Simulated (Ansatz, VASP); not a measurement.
Zr2BiN2 in VASP and in Ansatz

```
Zr Bi N
1.0
     4.50625    0.00000    0.00000
    -2.25313    3.90253    0.00000
     0.00000    0.00000    5.88690
Zr Bi N
2 1 2
Direct
  0.66667 0.33333 0.00000
  0.00000 0.00000 0.00000
  0.00000 0.00000 0.50000
  0.33333 0.66667 0.11060
  0.33333 0.66667 0.88940
```

Change from the starting cell: species swapped into the La2Cu2I type (P-6m2, No. 187).

Alike in both runs: functional PBE; k mesh 6 × 6 × 4; occupations gaussian, width 0.1 eV; no spin polarisation.

Ansatz relaxed the structure, and its values are those at the end. VASP's run is a single point on that final structure, the one shown.

|  | VASP | Ansatz |
| --- | --- | --- |
| version | VASP 6.6.1 | Ansatz 0.2.0 |
| potentials or method | VASP PAW PBE potentials, release 64 (Zr_sv, Bi_d, N_h), cutoff 910 eV | scalar-relativistic, plane waves, PAW |
| valence electrons in the cell | 49 | 49 |

Ansatz gave:

| Quantity | Value |
| --- | --- |
| gap on the k mesh at the Fermi level (eV) | none |
| rms of the force components (eV/Å) | 0.004 |

Estimate VASP's values.

gap on the k mesh at the Fermi level (eV): none; rms of the force components (eV/Å): 0.006.

A gap of «none» marks a metal or a gap that the smearing closes.

Spin-orbit coupling is off throughout. Noted on VASP's run: the cutoff is short for stress, so the pressure is rough.
